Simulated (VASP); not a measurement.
The system is Sb.

```
CELL_PARAMETERS angstrom
2.14560 1.23876 3.65874
-2.14560 1.23876 3.65874
0.00000 -2.47753 3.65874
ATOMIC_POSITIONS crystal
Sb 0.23594 0.23594 0.23594
Sb 0.76406 0.76406 0.76406
```

Base run:

```yaml
Program: VASP 6.6.1
Functional: LDA
Potentials_or_basis: VASP PAW LDA potentials, release 64 (Sb)
Cutoff: 520 eV
k_mesh: 13 × 13 × 13
Occupations: fermi-dirac, width 0.1 eV
Spin: no spin polarisation
```

Its results: band gap on the k mesh zero (band 5 reaches 7.51 eV, above the bottom of band 6 at 7.46 eV); pressure 0.3 GPa; largest force 0.092 eV/Å.

Q: The run is repeated on the same cell with these changes: k mesh from 13 × 13 × 13 to 3 × 3 × 3. What comes out?

A: Band gap on the k mesh 1.20 eV, direct; pressure 1.4 GPa; largest force 0.287 eV/Å.

Caveats: some runs use coarse meshes; spin-orbit coupling is left out, which moves the levels of the heavy elements.

A k mesh can miss the band edges.
